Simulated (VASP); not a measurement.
A run of VASP 6.6.1 is set up as follows.

INCAR

```
SYSTEM = InAs
PREC = Accurate ; ENCUT = 520
EDIFF = 1E-7 ; ISMEAR = 0
SIGMA = 0.01 ; LREAL = .FALSE.
LASPH = .TRUE. ; NELM = 100
ALGO = Normal ; ISIF = 2
LWAVE = .FALSE. ; LCHARG = .FALSE.
GGA = PS ; IVDW = 12
NBANDS = 16
```

KPOINTS

```
regular mesh
0
G
  8 8 8
  0 0 0
```

Contents of POSCAR:

```
InAs
1.0
    0.0000000000      3.0771914981      3.0771914981
    3.0771914981      0.0000000000      3.0771914981
    3.0771914981      3.0771914981      0.0000000000
In As
1 1
Direct
    0.0000000000      0.0000000000      0.0000000000
    0.7500000000      0.7500000000      0.7500000000
```

Potentials or basis: VASP PAW PBE potentials, release 64 (In_d, As).

Run with:

```bash
$ cat potpaw_PBE.64/In_d/POTCAR potpaw_PBE.64/As/POTCAR > POTCAR
$ mpirun -np 1 vasp_std > vasp.out
```

(1) Estimate the pressure.

(2) Predict the dispersion energy per atom.

## Answers

(1) -3.3 GPa.

(2) -0.300 eV.

Caveat: three body term missing; the PAW data sets were made with another functional, which shifts forces and pressure a little; pairwise dispersion overbinds metals, which lowers pressure and volume.
